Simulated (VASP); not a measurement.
ZnO, 8 atoms in the cell. The structure is tetragonal, space group P4_2/mnm (No. 136). Conventional cell: a = 5.598 Å, b = 5.598 Å, c = 3.281 Å, α = 90.00°, β = 90.00°, γ = 90.00°. Within 2.6 Å of Zn (site symmetry m2m) lie 4 O at 1.96 to 2.04 Å. O (site symmetry m2m) has 4 Zn at 1.96 to 2.04 Å within 2.6 Å. 

* Program: VASP 6.6.1
* Task: single point
* Functional: PBE
* Potentials or basis: VASP PAW PBE potentials, release 64 (Zn, O)
* Cutoff: 520 eV
* k mesh: 4 × 4 × 6
* Occupations: gaussian, width 0.1 eV
* Spin: no spin polarisation
* Dipole correction: no
* Further INCAR settings: ALGO = Normal; EDIFF = 1e-06; NBANDS = 46

Potentials or basis: VASP PAW PBE potentials, release 64 (Zn, O).

Command:

```sh
$ cat potpaw_PBE.64/Zn/POTCAR potpaw_PBE.64/O/POTCAR > POTCAR
$ mpirun -np 1 vasp_std > vasp.out
```

Hardware: 1 thread of Intel(R) Xeon(R) Platinum 8259CL CPU @ 2.50GHz (Skylake/Cascade Lake) (shared host).

Estimate the wall time of this run.

It took 110 s on 1 thread of Intel(R) Xeon(R) Platinum 8259CL CPU @ 2.50GHz (Skylake/Cascade Lake), with other jobs on the host, peak memory 0.23 GiB. Counts: scf iterations 16, k points 24.
